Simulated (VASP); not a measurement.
# Os (Fd-3m) in VASP: a series of runs, part 2 of 2

VASP 6.6.1. The steps go on from the part before.

### 4 Single point, LDA (19.67 Å³/atom)

This run uses another cell than the first one, of 19.67 Å³/atom.

Contents of INCAR:

```
SYSTEM = Os
PREC     = Accurate       ! precision mode
ENCUT    = 560            ! plane-wave cutoff, eV
EDIFF    = 1E-6           ! SCF threshold, eV
ISMEAR   = -1             ! smearing method
SIGMA    = 0.1            ! smearing width, eV
LREAL    = .FALSE.        ! projectors in reciprocal space
LASPH    = .TRUE.         ! aspherical terms in the spheres
NELM     = 120            ! most SCF steps
ALGO     = Normal         ! electronic algorithm
ISIF     = 2              ! what is computed and relaxed
LWAVE    = .FALSE.        ! write WAVECAR
LCHARG   = .TRUE.         ! write CHGCAR
GGA      = CA             ! functional
LELF     = .TRUE.         ! ELF
LVHAR    = .TRUE.       
NBANDS   = 23             ! bands
GGA_COMPAT= .FALSE.
```

Contents of KPOINTS:

```
Automatic mesh
0
G
  11 11 11
  0 0 0
```

Contents of POSCAR:

```
Os
1.0
    0.0000000000      2.6993438651      2.6993438651
    2.6993438651      0.0000000000      2.6993438651
    2.6993438651      2.6993438651      0.0000000000
Os
2
Direct
    0.1250000000      0.1250000000      0.1250000000
    0.8750000000      0.8750000000      0.8750000000
```

Potentials or basis: VASP PAW LDA potentials, release 64 (Os_sv_GW).

Run with:

```console
cat potpaw_LDA.64/Os_sv_GW/POTCAR > POTCAR
mpirun -np 1 vasp_std > vasp.out
```

OUTCAR:

```text
SYSTEM = Os
   PREC = Accurate
   ENCUT = 560
   EDIFF = 1E-6
   ISMEAR = -1
   LREAL = .FALSE.
   LASPH = .TRUE.
   NELM = 120
   ISIF = 2
   GGA = CA

 ion  position               nearest neighbor table
   1  0.125  0.125  0.125-   2 2.34   2 2.34   2 2.34   2 2.34
   2  0.875  0.875  0.875-   1 2.34   1 2.34   1 2.34   1 2.34

  LATTYP: Found a face centered cubic cell.
 ALAT       =     5.3986877302

  Lattice vectors:

 A1 = (   0.0000000000,   2.6993438651,   2.6993438651)
 A2 = (   2.6993438651,   0.0000000000,   2.6993438651)
 A3 = (   2.6993438651,   2.6993438651,   0.0000000000)

Analysis of symmetry for initial positions (statically):
=====================================================================
 Subroutine PRICEL returns:
 Original cell was already a primitive cell.

 Routine SETGRP: Setting up the symmetry group for a
 face centered cubic supercell.

 Subroutine GETGRP returns: Found 48 space group operations
 (whereof 12 operations were pure point group operations)
 out of a pool of 48 trial point group operations.

The static configuration has the point symmetry D_3d.
 The point group associated with its full space group is O_h .

Analysis of symmetry for dynamics (positions and initial velocities):
=====================================================================
 Subroutine PRICEL returns:
 Original cell was already a primitive cell.

 Routine SETGRP: Setting up the symmetry group for a
 face centered cubic supercell.

 Subroutine GETGRP returns: Found 48 space group operations
 (whereof 12 operations were pure point group operations)
 out of a pool of 48 trial point group operations.

The dynamic configuration has the point symmetry D_3d.
 The point group associated with its full space group is O_h .

 Subroutine INISYM returns: Found 48 space group operations
 (whereof 12 operations are pure point group operations),
 and found     1 'primitive' translations

----------------------------------------------------------------------------------------

                                     Primitive cell

  volume of cell :      39.3373

  direct lattice vectors                    reciprocal lattice vectors
     0.000000000  2.699343865  2.699343865    -0.185230199  0.185230199  0.185230199
     2.699343865  0.000000000  2.699343865     0.185230199 -0.185230199  0.185230199
     2.699343865  2.699343865  0.000000000     0.185230199  0.185230199 -0.185230199

  length of vectors
     3.817448704  3.817448704  3.817448704     0.320828115  0.320828115  0.320828115

  position of ions in fractional coordinates (direct lattice)
     0.125000000  0.125000000  0.125000000
     0.875000000  0.875000000  0.875000000

  ion indices of the primitive-cell ions
   primitive index   ion index
                 1           1
                 2           2

----------------------------------------------------------------------------------------

 KPOINTS: Automatic mesh

Automatic generation of k-mesh.
 Grid dimensions read from file:
 generate k-points for:   11   11   11

 Generating k-lattice:

  Cartesian coordinates                     Fractional coordinates (reciprocal lattice)
    -0.016839109  0.016839109  0.016839109     0.090909091  0.000000000  0.000000000
     0.016839109 -0.016839109  0.016839109     0.000000000  0.090909091  0.000000000
     0.016839109  0.016839109 -0.016839109     0.000000000  0.000000000  0.090909091

  Length of vectors
     0.029166192  0.029166192  0.029166192

  Shift w.r.t. Gamma in fractional coordinates (k-lattice)
     0.000000000  0.000000000  0.000000000

 Subroutine IBZKPT returns following result:
 ===========================================

 Found     56 irreducible k-points:

 Following reciprocal coordinates:
            Coordinates               Weight
  0.000000  0.000000  0.000000      1.000000
  0.090909  0.000000  0.000000      8.000000
  0.181818  0.000000  0.000000      8.000000
  0.272727  0.000000  0.000000      8.000000
  0.363636  0.000000  0.000000      8.000000
  0.454545  0.000000  0.000000      8.000000
[... 16 lines left out ...]
 -0.272727  0.181818  0.000000     24.000000
 -0.181818  0.181818  0.000000     12.000000
 [... further k-points ...]
   k-points           NKPTS =     56   k-points in BZ     NKDIM =     56   number of bands    NBANDS=     23
   number of dos      NEDOS =    301   number of ions     NIONS =      2
   total plane-waves  NPLWV =  27000
   dimension x,y,z NGX =    30 NGY =   30 NGZ =   30
   dimension x,y,z NGXF=    60 NGYF=   60 NGZF=   60
   ions per type =               2
   NGX,Y,Z   is equivalent  to a cutoff of  13.06, 13.06, 13.06 a.u.
   NGXF,Y,Z  is equivalent  to a cutoff of  26.13, 26.13, 26.13 a.u.
 SYSTEM =  Os
   PREC   = accura    normal or accurate (medium, high low for compatibility)
   ISTART =      0    job   : 0-new  1-cont  2-samecut
   ICHARG =      2    charge: 1-file 2-atom 10-const
   ISPIN  =      1    spin polarized calculation?
   LNONCOLLINEAR =      F non collinear calculations
   LSORBIT =      F    spin-orbit coupling
   LASPH  =      T    aspherical Exc in radial PAW
   ENCUT  =  560.0 eV  41.16 Ry    6.42 a.u.   7.37  7.37  7.37*2*pi/ulx,y,z
   NELM   =    120;   NELMIN=  2; NELMDL= -5     # of ELM steps
   EDIFF  = 0.1E-05   stopping-criterion for ELM
   LREAL  =      F    real-space projection
   EDIFFG = 0.1E-04   stopping-criterion for IOM
   NSW    =      0    number of steps for IOM
   IBRION =     -1    ionic relax: 0-MD 1-quasi-New 2-CG
   NFREE  =      0    steps in history (QN), initial steepest desc. (CG)
   ISIF   =      2    stress and relaxation
   ISYM   =      2    0-nonsym 1-usesym 2-fastsym
   POTIM  = 0.5000    time-step for ionic-motion
   TEBEG  =    0.0;   TEEND  =   0.0 temperature during run
   PSTRESS=    0.0 pullay stress
   NELECT =      32.0000    total number of electrons
   NUPDOWN=      -1.0000    fix difference up-down
   EMIN   =  10.00;   EMAX   =-10.00  energy-range for DOS
   EFERMI =   0.00;   METHOD = LEGACY
   ISMEAR =    -1;   SIGMA  =   0.10  broadening in eV -4-tet -1-fermi 0-gaus
   EFERMI_NEDOS =   21; number of points for ismear=-14 and -15
   IALGO  =     38    algorithm
   IMIX   =      4    mixing-type and parameters
     AMIX     =   0.40;   BMIX     =  1.00
     AMIX_MAG =   1.60;   BMIX_MAG =  1.00
  volume/ion in A,a.u.               =      19.67       132.73
  Fermi-wavevector in a.u.,A,eV,Ry     =   1.528234  2.887944 31.776408  2.335500
  Thomas-Fermi vector in A             =   2.636021
   LORBIT       =      0    0 simple, 1 ext, 2 COOP (PROOUT), +10 PAW based schemes
   GGA     = CA    functional components
   LHFCALC =     F    Hartree Fock is set to
   AEXX    =    0.0000 exact exchange contribution
   IVDW    =     0    specifies the selected vdW correction
   LEPSILON=     F    determine dielectric tensor
   LRPA    =     F    only Hartree local field effects (RPA)
 non-spin polarized calculation
  energy-cutoff  :      560.00
  volume of cell :       39.34
 maximum number of plane-waves:      1243
 NGX is ok and might be reduce to    30
   NGX = 15   NGY = 15   NGZ = 15

 number of electron      32.0000000 magnetization

 Free energy of the ion-electron system (eV)
  ---------------------------------------------------
  ext. energy  EPLUGINS =         0.00000000
  ---------------------------------------------------
  free energy    TOTEN  =       -24.55456254 eV

  energy without entropy =      -24.50111960  energy(sigma->0) =      -24.52784107

 E-fermi :   8.0846     XC(G=0): -12.3273

 val. band max:        8.0801786331   @ k =   0.4545   0.1818   0.0000
 cond. band min:       8.0856438918   @ k =   0.4545   0.3636   0.0909
 fundamental gap:      0.0054652587
 Fermi energy:         8.0846355515

 k-point     1 :       0.0000    0.0000    0.0000
  band No.  band energies     occupation
      1     -77.9006      2.00000
      2     -77.4897      2.00000
      3     -37.9523      2.00000
      4     -37.9523      2.00000
      5     -37.9523      2.00000
      6     -36.8520      2.00000
[... 15 lines left out ...]
     22      20.9075      0.00000
     23      20.9075      0.00000
[... 575 lines left out ...]
      1     -77.8407      2.00000
      2     -77.5503      2.00000
      3     -38.0954      2.00000
      4     -38.0208      2.00000
      5     -37.8663      2.00000
      6     -36.9397      2.00000
[... 15 lines left out ...]
     22      19.0003      0.00000
     23      20.2330      0.00000

 [... further k-points ...]

------------------------ aborting loop because EDIFF is reached ----------------------------------------

  FORCE on cell =-STRESS in cart. coord.  units (eV):
  Direction    XX          YY          ZZ          XY          YZ          ZX
  --------------------------------------------------------------------------------------
  -------------------------------------------------------------------------------------
  Total        2.6880237      2.6880237      2.6880237     -0.0000000     -0.0000000     -0.0000000
  in kB      109.4810715    109.4810715    109.4810715     -0.0000000     -0.0000000     -0.0000000
  external PRESSURE =     109.4810715 kB  Pullay stress =       0.0000000 kB

 VOLUME and BASIS-vectors are now :
 -----------------------------------------------------------------------------
  energy-cutoff  :      560.00
  volume of cell :       39.34
      direct lattice vectors                 reciprocal lattice vectors
     0.000000000  2.699343865  2.699343865    -0.185230199  0.185230199  0.185230199
     2.699343865  0.000000000  2.699343865     0.185230199 -0.185230199  0.185230199
     2.699343865  2.699343865  0.000000000     0.185230199  0.185230199 -0.185230199

 POSITION                                       TOTAL-FORCE (eV/Angst)
 -----------------------------------------------------------------------------------
      0.67484      0.67484      0.67484         0.000000      0.000000      0.000000
      4.72385      4.72385      4.72385        -0.000000     -0.000000     -0.000000
 -----------------------------------------------------------------------------------
    total drift:                               -0.000000      0.000000      0.000000

  FREE ENERGIE OF THE ION-ELECTRON SYSTEM (eV)
  ---------------------------------------------------
  free  energy   TOTEN  =       -24.5545625393 eV

  energy  without entropy=      -24.5011195989  energy(sigma->0) =      -24.52784107
```

Run time: 50 s. Hardware: 1 thread of Intel Xeon Platinum 8488C (Sapphire Rapids), shared host; peak memory 0.18 GiB.

What came out:

```yaml
Free_energy: -24.5546 eV
Pressure: 10.9 GPa
Band_gap_on_the_k_mesh: zero (bands 16 and 17 overlap by 1.11 eV)
```

Caveat: the cell stands under pressure; spin-orbit coupling is left out, which moves the levels of the heavy elements.

### 5 Overview

```tsv
task	cell	k mesh	gap on the mesh (eV)	pressure (GPa)
relaxation of cell and atoms	relaxed from a = 3.766 Å, angles 60.0°, 2 atoms	10 × 10 × 10	none	0.1
single point	a = 3.921 Å, angles 60.0°, 2 atoms	11 × 11 × 11	none	-8.3
single point	a = 3.817 Å, angles 60.0°, 2 atoms	11 × 11 × 11	none	10.9
```

Alike in all rows: level LDA; potentials or basis VASP PAW LDA potentials, release 64 (Os_sv_GW); no spin polarisation; cutoff (eV) 560; smearing fermi-dirac 0.1 eV.

Caveats: spin-orbit coupling is left out, which moves the levels of the heavy elements; the cell stands under tension (at least some runs); the cell stands under pressure (at least some runs).

Total energies depend on the potentials used, so only differences within one code and one set of settings carry meaning.

The gap in the log of VASP goes by the Fermi energy; the results here count the filled bands.